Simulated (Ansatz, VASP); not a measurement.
**GaP in VASP and in Ansatz**

INCAR

```
SYSTEM = GaP
ALGO = Normal ; EDIFF = 1E-6
EDIFFG = -0.005 ; ENCUT = 600
GGA = CA ; IBRION = 2
ISIF = 3 ; ISMEAR = 0
LASPH = .TRUE. ; LCHARG = .FALSE.
LREAL = .FALSE. ; LWAVE = .FALSE.
NELM = 60 ; NSW = 70
PREC = Accurate ; SIGMA = 0.02
```

KPOINTS

```
k-points
0
G
  8 8 8
  0 0 0
```

The input POSCAR:

```
GaP
1.0
    0.0000000000      2.7525368107      2.7525368107
    2.7525368107      0.0000000000      2.7525368107
    2.7525368107      2.7525368107      0.0000000000
Ga P
1 1
Direct
    0.0000000000      0.0000000000      0.0000000000
    0.2500000000      0.2500000000      0.2500000000
```

Input for Ansatz:

```yaml
crystal:
  lattice:
    - [0.0, 2.7525368107, 2.7525368107]
    - [2.7525368107, 0.0, 2.7525368107]
    - [2.7525368107, 2.7525368107, 0.0]
  atoms:
    - { symbol: Ga, position: [0.0, 0.0, 0.0] }
    - { symbol: P, position: [0.25, 0.25, 0.25] }
basis:
  ecutwfc: 420
kpoints:
  mp_grid: { grid: [8, 8, 8] }
hamiltonian:
  xc: lda
scf:
  occupations: { method: gaussian, width: 0.02 }
output:
  forces: true
  stress: true
  eigenvalues: true
relax:
  adjacent_minimum: "off"
  f_tol: 0.005
  max_steps: 50
  cell: { stress_tol: 0.05 }
```

Alike in both runs: task relaxation of cell and atoms; functional LDA; k mesh 8 × 8 × 8; occupations gaussian, width 0.02 eV; no spin polarisation.

```csv
,VASP,Ansatz
version,VASP 6.6.1,Ansatz 0.2.0
potentials or method,"VASP PAW LDA potentials, release 64 (Ga_d, P), cutoff 600 eV","scalar-relativistic, plane waves, PAW"
valence electrons in the cell,18,18
```

```csv
,VASP,Ansatz,Ansatz less VASP
"gap on the k mesh at the Fermi level, each at its own relaxed structure (eV)",1.43,1.43,-0.001
relaxed volume (Å³/atom),19.61,19.59,-0.018
relaxed cell length with the largest relative difference (Å),3.814,3.812,-0.0012
```

LDA's correlation is that of Perdew and Zunger in VASP and of Perdew and Wang (1992) in Ansatz.
